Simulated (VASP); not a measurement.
Here is a VASP 6.6.1 calculation.

POSCAR

```
Au
1.0
    0.0000000000      2.0510412800      2.0510412800
    2.0510412800      0.0000000000      2.0510412800
    2.0510412800      2.0510412800      0.0000000000
Au
1
Direct
    0.0000000000      0.0000000000      0.0000000000
```

INCAR.step1

```
SYSTEM = Au
PREC = Accurate ; ENCUT = 520
ISMEAR = -1 ; SIGMA = 0.1
LREAL = .FALSE. ; LASPH = .TRUE.
NELM = 100 ; NBANDS = 12
GGA = PE ; ALGO = Normal
EDIFF = 1E-4 ; LWAVE = .TRUE.
LCHARG = .FALSE.
```

INCAR.step2

```
SYSTEM = Au
PREC = Accurate ; ENCUT = 520
EDIFF = 1E-7 ; ISMEAR = -1
SIGMA = 0.1 ; LREAL = .FALSE.
LASPH = .TRUE. ; NELM = 100
ALGO = Normal ; ISIF = 2
LWAVE = .FALSE. ; LCHARG = .FALSE.
METAGGA = R2SCAN ; LMIXTAU = .TRUE.
NBANDS = 12 ; ISTART = 1
```

KPOINTS

```
Automatic mesh
0
G
  14 14 14
  0 0 0
```

Potentials or basis: VASP PAW PBE potentials, release 64 (Au).

Launch:

```bash
$ cat potpaw_PBE.64/Au/POTCAR > POTCAR
$ cp INCAR.step1 INCAR
$ mpirun -np 1 vasp_std > vasp.out
$ cp INCAR.step2 INCAR
$ mpirun -np 1 vasp_std > vasp.out
```

(1) What does it give for the pressure?

Results:

(1) 2.9 GPa.

Caveat: the PAW data sets were made with another functional, which shifts forces and pressure a little.
